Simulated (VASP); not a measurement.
# InP (F-43m) in VASP: a series of runs

InP is run at these levels: PBE; tasks: single point, relaxation of cell and atoms.

Everything below comes from runs of VASP 6.6.1. Logs are shortened: lines on timing, memory, paths and dates and some standing lists are left out, and cuts for length are marked.

## 1. The cell of the first run

It takes space group F-43m (No. 216, cubic). The conventional cell has a = 5.628 Å, b = 5.628 Å, c = 5.628 Å, α = 90.00°, β = 90.00°, γ = 90.00°. Within 3.2 Å of In (site symmetry -43m) lie 4 P at 2.44 Å. Within 3.2 Å of P (site symmetry -43m) lie 4 In at 2.44 Å.

## 2. Single point, PBE (strained)

Contents of INCAR:

```
  ALGO = Normal
  EDIFF = 1E-6
  ENCUT = 500
  GGA = PE
  GGA_COMPAT = F
  ISIF = 2
  ISMEAR = 0
  LASPH = T
  LCHARG = T
  LELF = T
  LREAL = F
  LVHAR = T
  LWAVE = F
  NBANDS = 16
  NELM = 120
  PREC = Accurate
  SIGMA = 0.02
```

Contents of KPOINTS:

```
k-points
0
Gamma
  8 8 8
```

Contents of POSCAR:

```
InP
1.0
    0.0000000000      2.8139540150      2.8139540150
    2.8139540150      0.0000000000      2.8139540150
    2.8139540150      2.8139540150      0.0000000000
In P
1 1
Direct
    0.0000000000      0.0000000000      0.0000000000
    0.7500000000      0.7500000000      0.7500000000
```

Potentials or basis: VASP PAW PBE potentials, release 64 (In_d, P).

Launch:

```sh
cat potpaw_PBE.64/In_d/POTCAR potpaw_PBE.64/P/POTCAR > POTCAR
mpirun -np 1 vasp_std > vasp.out
```

OUTCAR:

```text
EDIFF = 1E-6
   ENCUT = 500
   GGA = PE
   ISIF = 2
   ISMEAR = 0
   LASPH = T
   LREAL = F
   NELM = 120
   PREC = Accurate

 ion  position               nearest neighbor table
   1  0.000  0.000  0.000-   2 2.44   2 2.44   2 2.44   2 2.44
   2  0.750  0.750  0.750-   1 2.44   1 2.44   1 2.44   1 2.44

  LATTYP: Found a face centered cubic cell.
 ALAT       =     5.6279080300

  Lattice vectors:

 A1 = (   0.0000000000,   2.8139540150,   2.8139540150)
 A2 = (   2.8139540150,   0.0000000000,   2.8139540150)
 A3 = (   2.8139540150,   2.8139540150,   0.0000000000)

Analysis of symmetry for initial positions (statically):
=====================================================================
 Subroutine PRICEL returns:
 Original cell was already a primitive cell.

 Routine SETGRP: Setting up the symmetry group for a
 face centered cubic supercell.

 Subroutine GETGRP returns: Found 24 space group operations
 (whereof 24 operations were pure point group operations)
 out of a pool of 48 trial point group operations.

The static configuration has the point symmetry T_d .

Analysis of symmetry for dynamics (positions and initial velocities):
=====================================================================
 Subroutine PRICEL returns:
 Original cell was already a primitive cell.

 Routine SETGRP: Setting up the symmetry group for a
 face centered cubic supercell.

 Subroutine GETGRP returns: Found 24 space group operations
 (whereof 24 operations were pure point group operations)
 out of a pool of 48 trial point group operations.

The dynamic configuration has the point symmetry T_d .

 Subroutine INISYM returns: Found 24 space group operations
 (whereof 24 operations are pure point group operations),
 and found     1 'primitive' translations

----------------------------------------------------------------------------------------

                                     Primitive cell

  volume of cell :      44.5637

  direct lattice vectors                    reciprocal lattice vectors
     0.000000000  2.813954015  2.813954015    -0.177685917  0.177685917  0.177685917
     2.813954015  0.000000000  2.813954015     0.177685917 -0.177685917  0.177685917
     2.813954015  2.813954015  0.000000000     0.177685917  0.177685917 -0.177685917

  length of vectors
     3.979531932  3.979531932  3.979531932     0.307761036  0.307761036  0.307761036

[... 73 lines left out ...]
   ICHARG =      2    charge: 1-file 2-atom 10-const
   ISPIN  =      1    spin polarized calculation?
   LNONCOLLINEAR =      F non collinear calculations
   LSORBIT =      F    spin-orbit coupling
   LASPH  =      T    aspherical Exc in radial PAW
   ENCUT  =  500.0 eV  36.75 Ry    6.06 a.u.   7.26  7.26  7.26*2*pi/ulx,y,z
   NELM   =    120;   NELMIN=  2; NELMDL= -5     # of ELM steps
   EDIFF  = 0.1E-05   stopping-criterion for ELM
   LREAL  =      F    real-space projection
   EDIFFG = 0.1E-04   stopping-criterion for IOM
   NSW    =      0    number of steps for IOM
   IBRION =     -1    ionic relax: 0-MD 1-quasi-New 2-CG
   NFREE  =      0    steps in history (QN), initial steepest desc. (CG)
   ISIF   =      2    stress and relaxation
   ISYM   =      2    0-nonsym 1-usesym 2-fastsym
   POTIM  = 0.5000    time-step for ionic-motion
   TEBEG  =    0.0;   TEEND  =   0.0 temperature during run
   PSTRESS=    0.0 pullay stress
   NELECT =      18.0000    total number of electrons
   NUPDOWN=      -1.0000    fix difference up-down
   EMIN   =  10.00;   EMAX   =-10.00  energy-range for DOS
   EFERMI =   0.00;   METHOD = LEGACY
   ISMEAR =     0;   SIGMA  =   0.02  broadening in eV -4-tet -1-fermi 0-gaus
   EFERMI_NEDOS =   21; number of points for ismear=-14 and -15
   IALGO  =     38    algorithm
   IMIX   =      4    mixing-type and parameters
     AMIX     =   0.40;   BMIX     =  1.00
     AMIX_MAG =   1.60;   BMIX_MAG =  1.00
  volume/ion in A,a.u.               =      22.28       150.37
  Fermi-wavevector in a.u.,A,eV,Ry     =   1.210149  2.286849 19.925180  1.464459
  Thomas-Fermi vector in A             =   2.345704
   LORBIT       =      0    0 simple, 1 ext, 2 COOP (PROOUT), +10 PAW based schemes
   GGA     = PE    functional components
   LHFCALC =     F    Hartree Fock is set to
   AEXX    =    0.0000 exact exchange contribution
   IVDW    =     0    specifies the selected vdW correction
   LEPSILON=     F    determine dielectric tensor
   LRPA    =     F    only Hartree local field effects (RPA)
 non-spin polarized calculation
 Gauss-broadening in eV      SIGMA  =   0.02
  energy-cutoff  :      500.00
  volume of cell :       44.56
 maximum number of plane-waves:      1158
 NGX is ok and might be reduce to    30
   NGX = 15   NGY = 15   NGZ = 15

 number of electron      17.9999997 magnetization

 Free energy of the ion-electron system (eV)
  ---------------------------------------------------
  ext. energy  EPLUGINS =         0.00000000
  ---------------------------------------------------
  free energy    TOTEN  =        -8.07026763 eV

  energy without entropy =       -8.07026763  energy(sigma->0) =       -8.07026763

 E-fermi :   6.7707     XC(G=0):  -9.8346

 val. band max:        6.6257787389   @ k =   0.0000   0.0000   0.0000
 cond. band min:       7.9892596923   @ k =   0.0000   0.0000   0.0000
 fundamental gap:      1.3634809534
 Fermi energy:         6.7707473999

 k-point     1 :       0.0000    0.0000    0.0000
  band No.  band energies     occupation
      1      -7.8764      2.00000
      2      -7.8764      2.00000
      3      -7.8764      2.00000
      4      -7.6524      2.00000
      5      -7.6524      2.00000
      6      -5.8041      2.00000
[... 433 lines left out ...]
      3      -7.7741      2.00000
      4      -7.6626      2.00000
      5      -7.6331      2.00000
      6      -3.2465      2.00000
[... 8 lines left out ...]
     15      17.6181      0.00000
     16      18.4475      0.00000

 [... further k-points ...]
[... 5 lines left out ...]
  --------------------------------------------------------------------------------------
  -------------------------------------------------------------------------------------
  Total        4.1904967      4.1904967      4.1904967     -0.0000000     -0.0000000     -0.0000000
  in kB      150.6590080    150.6590080    150.6590080     -0.0000000     -0.0000000     -0.0000000
  external PRESSURE =     150.6590080 kB  Pullay stress =       0.0000000 kB

 VOLUME and BASIS-vectors are now :
 -----------------------------------------------------------------------------
  energy-cutoff  :      500.00
  volume of cell :       44.56
      direct lattice vectors                 reciprocal lattice vectors
     0.000000000  2.813954015  2.813954015    -0.177685917  0.177685917  0.177685917
     2.813954015  0.000000000  2.813954015     0.177685917 -0.177685917  0.177685917
     2.813954015  2.813954015  0.000000000     0.177685917  0.177685917 -0.177685917

 POSITION                                       TOTAL-FORCE (eV/Angst)
 -----------------------------------------------------------------------------------
      0.00000      0.00000      0.00000         0.000000      0.000000      0.000000
      4.22093      4.22093      4.22093        -0.000000     -0.000000     -0.000000
 -----------------------------------------------------------------------------------
    total drift:                                0.000000      0.000000      0.000000

  FREE ENERGIE OF THE ION-ELECTRON SYSTEM (eV)
  ---------------------------------------------------
  free  energy   TOTEN  =        -8.0702676317 eV

  energy  without entropy=       -8.0702676317  energy(sigma->0) =       -8.07026763
```

stdout:

```text
POSCAR found type information on POSCAR InP
 POSCAR found :  2 types and       2 ions
 scaLAPACK will be used
 LDA part: xc-table for (Slater+PW92), standard interpolation
 POSCAR, INCAR and KPOINTS ok, starting setup
 FFT: planning ... GRIDC
 FFT: planning ... GRID_SOFT
 FFT: planning ... GRID
 WAVECAR not read
 entering main loop
```

Run time: 43 s. Hardware: 1 thread of Intel Xeon 8259CL, shared host; peak memory 0.18 GiB.

What came out:

```
Free energy            : -8.0703 eV
Pressure               : 15.1 GPa
Band gap on the k mesh : 1.36 eV
```

Levels at points of the mesh, in eV from the valence-band top:
| k point | band 5 | band 6 | band 7 | band 8 | band 9 | band 10 | band 11 | band 12 | band 13 | band 14 |
| --- | --- | --- | --- | --- | --- | --- | --- | --- | --- | --- |
| (0.00, 0.00, 0.00) | -14.28 | -12.43 | 0.00 | 0.00 | 0.00 | 1.36 | 4.05 | 4.05 | 4.05 | 9.17 |
| (0.50, 0.00, 0.00) | -14.26 | -10.26 | -6.45 | -1.17 | -1.17 | 1.78 | 4.79 | 4.79 | 7.28 | 10.09 |
| (0.50, 0.50, 0.00) | -14.22 | -9.47 | -6.33 | -2.77 | -2.77 | 1.53 | 2.21 | 10.02 | 10.40 | 10.40 |

Caveat: the cell differs from its parent crystal (strained); the cell stands under pressure; spin-orbit coupling is left out, which moves the levels of the heavy elements. A k mesh can miss the band edges.

## 3. Single point, PBE

This run uses another cell than the first one, of 20.78 Å³/atom.

Contents of INCAR:

```
PREC     = Accurate       # precision mode
ENCUT    = 520            # plane-wave cutoff, eV
EDIFF    = 1E-6           # SCF threshold, eV
ISMEAR   = 0              # smearing method
SIGMA    = 0.01           # smearing width, eV
LREAL    = F              # projectors in reciprocal space
LASPH    = T              # aspherical terms in the spheres
NELM     = 100            # most SCF steps
ALGO     = Normal         # electronic algorithm
ISIF     = 2              # what is computed and relaxed
LWAVE    = F              # write WAVECAR
LCHARG   = T              # write CHGCAR
GGA      = PE             # functional
LELF     = T              # ELF
LVHAR    = T            
NBANDS   = 16             # bands
```

Contents of KPOINTS:

```
Automatic mesh
0
Gamma
  10 10 10
```

Contents of POSCAR:

```
InP
1.0
    0.0000000000      2.7493464705      2.7493464705
    2.7493464705      0.0000000000      2.7493464705
    2.7493464705      2.7493464705      0.0000000000
In P
1 1
Direct
    0.0000000000      0.0000000000      0.0000000000
    0.7500000000      0.7500000000      0.7500000000
```

Potentials or basis: VASP PAW PBE potentials, release 64 (In_d, P).

Launch:

```sh
cat potpaw_PBE.64/In_d/POTCAR potpaw_PBE.64/P/POTCAR > POTCAR
mpirun -np 1 vasp_std > vasp.out
```

It took 50 s on 1 thread of Intel Xeon 8259CL, shared host; peak memory 0.18 GiB.

It converged, with:

| Property | Result |
| --- | --- |
| Free energy | -7.7025 eV |
| Pressure | 24.8 GPa |
| Band gap on the k mesh | 1.37 eV (least direct gap 1.71 eV) |

Levels at points of the mesh, in eV from the valence-band top:
| k point | band 7 | band 8 | band 9 | band 10 | band 11 | band 12 |
| --- | --- | --- | --- | --- | --- | --- |
| (0.00, 0.00, 0.00) | 0.00 | 0.00 | 0.00 | 1.71 | 4.00 | 4.00 |
| (0.50, 0.00, 0.00) | -6.92 | -1.30 | -1.30 | 1.93 | 4.74 | 4.74 |
| (0.50, 0.50, 0.00) | -6.70 | -3.06 | -3.06 | 1.37 | 2.13 | 10.51 |

Caveat: the cell stands under pressure; spin-orbit coupling is left out, which moves the levels of the heavy elements. A k mesh can miss the band edges.

(Continued in part 2 of 2.)
